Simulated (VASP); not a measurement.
## SiC: single point with r2SCAN

The system is SiC.

```
Si C
1.0
    -1.53878   -2.66524    0.00000
     1.53878   -2.66524    0.00000
     0.00000    0.00000    9.77677
Si C
4 4
Direct
  0.33333 0.33333 0.09692
  0.66667 0.66667 0.61227
  0.00000 0.00000 0.86999
  0.00000 0.00000 0.35465
  0.33333 0.33333 0.93380
  0.66667 0.66667 0.41846
  0.00000 0.00000 0.67681
  0.00000 0.00000 0.16147
```

This cell differs from its parent crystal: the distance across one plane changed.

| Item | Value |
| --- | --- |
| Program | VASP 6.6.1 |
| Task | single point |
| Functional | r2SCAN |
| Potentials or basis | VASP PAW PBE potentials, release 64 (Si, C) |
| Cutoff | 520 eV |
| k mesh | 8 × 8 × 3 |
| Occupations | gaussian, width 0.05 eV |
| Spin | no spin polarisation |

```
Pressure               : 11.3 GPa
Largest force          : 9.252 eV/Å
Band gap on the k mesh : 2.38 eV (least direct gap 3.51 eV)
```

Forces on the atoms (eV/Å):
```
Si   0.000  0.000  9.252
Si   0.000  0.000 -0.293
Si   0.000  0.000 -1.272
Si   0.000  0.000 -0.285
C    0.000  0.000 -8.932
C    0.000  0.000  0.285
C    0.000  0.000  0.324
C    0.000  0.000  0.922
```

Stress tensor (GPa, compression positive):
```
 0.25  0.00  0.00
 0.00  0.25  0.00
 0.00  0.00 33.37
```

Levels at points of the mesh, in eV from the valence-band top:
```
           k point  band 13  band 14  band 15  band 16  band 17  band 18  band 19  band 20
(0.00, 0.00, 0.00)    -0.59    -0.26     0.00     0.00     5.09     5.91     6.82     6.82
(0.50, 0.00, 0.00)    -2.44    -2.19    -1.86    -1.12     2.38     2.60     4.38     5.54
```

It took 2.5 min on 1 thread of AMD EPYC 9R45 96-Core Processor (Zen 5), on a shared host, peak memory 0.19 GiB.

Caveat: the cell differs from its parent crystal (the distance across one plane changed); the stress differs along the axes, from 0 to 33 GPa; the PAW data sets were made with another functional, which shifts forces and pressure a little. A k mesh can miss the band edges.
